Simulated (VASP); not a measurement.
Runs of VASP 6.6.1 on TePb. The structure is that of space group Fm-3m (No. 225), or close to it. The cells are those of the table. 

```csv
task,cell,k mesh,cutoff (eV),gap on the mesh (eV),pressure (GPa),relaxed volume (Å³/atom)
relaxation of cell and atoms,"relaxed from a = 4.513 Å, angles 60.0°, 2 atoms",10 × 10 × 10,600,0.56,0.0,32.54
relaxation of cell and atoms,"relaxed from a = 4.569 Å, angles 60.0°, 2 atoms",8 × 8 × 8,600,0.56,0.0,32.55
single point,"a = 4.513 Å, angles 60.0°, 2 atoms",8 × 8 × 8,520,0.56,0.0,-
single point,"a = 4.510 Å, angles 60.0°, 2 atoms",10 × 10 × 10,520,0.55,(a),-
```

Alike in all rows: level LDA; potentials or basis VASP PAW LDA potentials, release 64 (Te, Pb_d); no spin polarisation; smearing gaussian 0.02 eV.

Task: Fill in the values left out.

Result: (a) 0.1.

Caveats: spin-orbit coupling is left out, which moves the levels of the heavy elements.

A k mesh can miss the band edges, and the runs leave out spin-orbit coupling on Pb, Te.
